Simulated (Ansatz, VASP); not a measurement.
**Ta: VASP beside Ansatz**

The input INCAR:

```
PREC     = Accurate       # precision mode
ENCUT    = 520            # plane-wave cutoff, eV
EDIFF    = 1E-7           # SCF threshold, eV
ISMEAR   = 0              # smearing method
SIGMA    = 0.15           # smearing width, eV
LREAL    = F              # projectors in reciprocal space
LASPH    = T              # aspherical terms in the spheres
NELM     = 60             # most SCF steps
ALGO     = Normal         # electronic algorithm
ISIF     = 2              # what is computed and relaxed
LWAVE    = F              # write WAVECAR
LCHARG   = T              # write CHGCAR
GGA      = PS             # functional
LELF     = T              # ELF
LVHAR    = T            
NBANDS   = 12             # bands
```

Contents of KPOINTS:

```
regular mesh
0
Gamma
  20 20 20
```

POSCAR

```
Ta
1.0
   -1.6512800000      1.6512800000      1.6512800000
    1.6512800000     -1.6512800000      1.6512800000
    1.6512800000      1.6512800000     -1.6512800000
Ta
1
Direct
    0.0000000000      0.0000000000      0.0000000000
```

Input for Ansatz:

```yaml
crystal:
  lattice:
    - [-1.65128, 1.65128, 1.65128]
    - [1.65128, -1.65128, 1.65128]
    - [1.65128, 1.65128, -1.65128]
  atoms:
    - { symbol: Ta, position: [0.0, 0.0, 0.0] }
basis:
  ecutwfc: 420
kpoints:
  mp_grid: { grid: [20, 20, 20] }
hamiltonian:
  xc: pbesol
scf:
  occupations: { method: gaussian, width: 0.15 }
output:
  forces: true
  stress: true
  eigenvalues: true
```

Alike in both runs: task single point; functional PBEsol; k mesh 20 × 20 × 20; occupations gaussian, width 0.15 eV; no spin polarisation.

```csv
,VASP,Ansatz
version,VASP 6.6.1,Ansatz 0.2.0
potentials or method,"VASP PAW PBE potentials, release 64 (Ta_pv), cutoff 520 eV","scalar-relativistic, plane waves, PAW"
valence electrons in the cell,11,13
```

```tsv
	VASP	Ansatz	Ansatz less VASP
gap on the k mesh at the Fermi level (eV)	none	none	-
pressure (GPa)	-3.6	-3.8	-0.15
```

VASP's potentials were made for PBE, not for PBEsol. A gap of «none» marks a metal or a gap that the smearing closes. The functional is the same, so the differences come from potentials, cutoffs and numerics. VASP's potentials hold 11 valence electrons a cell and Ansatz's 13, so a difference there can come from the potentials and not from the codes.

Spin-orbit coupling is off throughout.
